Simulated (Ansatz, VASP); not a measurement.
**One calculation of ZnSe, two programs**

POSCAR

```
ZnSe
1.0
    0.0000000000      2.9462630429      2.6063096149
    2.9462630429      0.0000000000      2.6063096149
    2.9462630429      2.9462630429      0.0000000000
Zn Se
1 1
Direct
    0.0000000000      0.0000000000      0.0000000000
    0.7500000000      0.7500000000      0.7500000000
```

INCAR.step1

```
ALGO     = Normal         # electronic algorithm
EDIFF    = 1E-4           # SCF threshold, eV
ENCUT    = 520            # plane-wave cutoff, eV
GGA      = PE             # functional
ISMEAR   = 0              # smearing method
LASPH    = T              # aspherical terms in the spheres
LCHARG   = F              # write CHGCAR
LREAL    = F              # projectors in reciprocal space
LWAVE    = T              # write WAVECAR
NBANDS   = 16             # bands
NELM     = 80             # most SCF steps
PREC     = Accurate       # precision mode
SIGMA    = 0.05           # smearing width, eV
```

The input INCAR.step2:

```
ALGO     = Normal         # electronic algorithm
EDIFF    = 1E-7           # SCF threshold, eV
ENCUT    = 520            # plane-wave cutoff, eV
ISIF     = 2              # what is computed and relaxed
ISMEAR   = 0              # smearing method
ISTART   = 1            
LASPH    = T              # aspherical terms in the spheres
LCHARG   = F              # write CHGCAR
LMIXTAU  = T            
LREAL    = F              # projectors in reciprocal space
LWAVE    = F              # write WAVECAR
METAGGA  = R2SCAN         # meta-GGA
NBANDS   = 16             # bands
NELM     = 80             # most SCF steps
PREC     = Accurate       # precision mode
SIGMA    = 0.05           # smearing width, eV
```

Contents of KPOINTS:

```
k-points
0
Gamma
  8 8 8
```

Input for Ansatz:

```yaml
crystal:
  lattice:
    - [0.0, 2.9462630429, 2.6063096149]
    - [2.9462630429, 0.0, 2.6063096149]
    - [2.9462630429, 2.9462630429, 0.0]
  atoms:
    - { symbol: Zn, position: [0.0, 0.0, 0.0] }
    - { symbol: Se, position: [0.75, 0.75, 0.75] }
basis:
  ecutwfc: 500
kpoints:
  mp_grid: { grid: [8, 8, 8] }
hamiltonian:
  xc: r2scan
scf:
  occupations: { method: gaussian, width: 0.05 }
output:
  forces: true
  stress: true
  eigenvalues: true
```

Change from the starting cell: strain +0.040 along x and y, -0.080 along z, atoms carried along.

Alike in both runs: task single point; functional r2SCAN; k mesh 8 × 8 × 8; occupations gaussian, width 0.05 eV; no spin polarisation.

|  | VASP | Ansatz |
| --- | --- | --- |
| version | VASP 6.6.1 | Ansatz 0.2.0 |
| potentials or method | VASP PAW PBE potentials, release 64 (Zn, Se), cutoff 520 eV | scalar-relativistic, plane waves, PAW |
| valence electrons in the cell | 18 | 28 |

VASP gave:

| Quantity | Value |
| --- | --- |
| gap on the k mesh at the Fermi level (eV) | 1.61 |
| least direct gap on the mesh (eV) | 1.61 |
| pressure (GPa) | 0.1 |
| traceless stress, the component that is largest in VASP (GPa) | 2.37 |

**Question.** Estimate Ansatz's values.

**Answer.** gap on the k mesh at the Fermi level (eV): 1.61; least direct gap on the mesh (eV): 1.61; pressure (GPa): 0.0; traceless stress, the component that is largest in VASP (GPa): 2.36.

VASP's potentials were made for PBE, not for r2SCAN. VASP's potentials hold 18 valence electrons a cell and Ansatz's 28, so a difference there can come from the potentials and not from the codes.
